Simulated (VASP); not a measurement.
Write the native input for VASP 6.6.1 that does the following.

| Item | Value |
| --- | --- |
| Task | single point |
| Functional | PBE |
| Potentials or basis | VASP PAW PBE potentials, release 64 (Zn, Se) |
| Cutoff | 520 eV |
| k mesh | 8 × 8 × 8 |
| Occupations | gaussian, width 0.02 eV |
| Spin | no spin polarisation |
| Dipole correction | no |
| Further INCAR settings | ALGO = Normal; EDIFF = 1e-06; NBANDS = 16 |

The structure of ZnSe lies in POSCAR:

```
ZnSe
1.0
    0.0000000000      2.8659201414      2.8659201414
    2.8659201414      0.0000000000      2.8659201414
    2.8659201414      2.8659201414      0.0000000000
Zn Se
1 1
Direct
    0.0000000000      0.0000000000      0.0000000000
    0.7500000000      0.7500000000      0.7500000000
```

One way to write it, as run:

INCAR

```
SYSTEM = ZnSe
PREC = Accurate
ENCUT = 520
EDIFF = 1E-6
ISMEAR = 0
SIGMA = 0.02
LREAL = .FALSE.
LASPH = .TRUE.
NELM = 100
ALGO = Normal
ISIF = 2
LWAVE = .FALSE.
LCHARG = .FALSE.
GGA = PE
NBANDS = 16
```

KPOINTS

```
Automatic mesh
0
G
  8 8 8
  0 0 0
```

Potentials or basis: VASP PAW PBE potentials, release 64 (Zn, Se).

Run with:

```bash
$ cat potpaw_PBE.64/Zn/POTCAR potpaw_PBE.64/Se/POTCAR > POTCAR
$ mpirun -np 1 vasp_std > vasp.out
```

It gave:

```yaml
Pressure: 0.2 GPa
Band_gap_on_the_k_mesh: 1.16 eV, direct
```

It took 30 s on 1 thread of AMD EPYC 7R43 64-Core Processor (Zen 3) (shared host), peak memory 0.14 GiB.
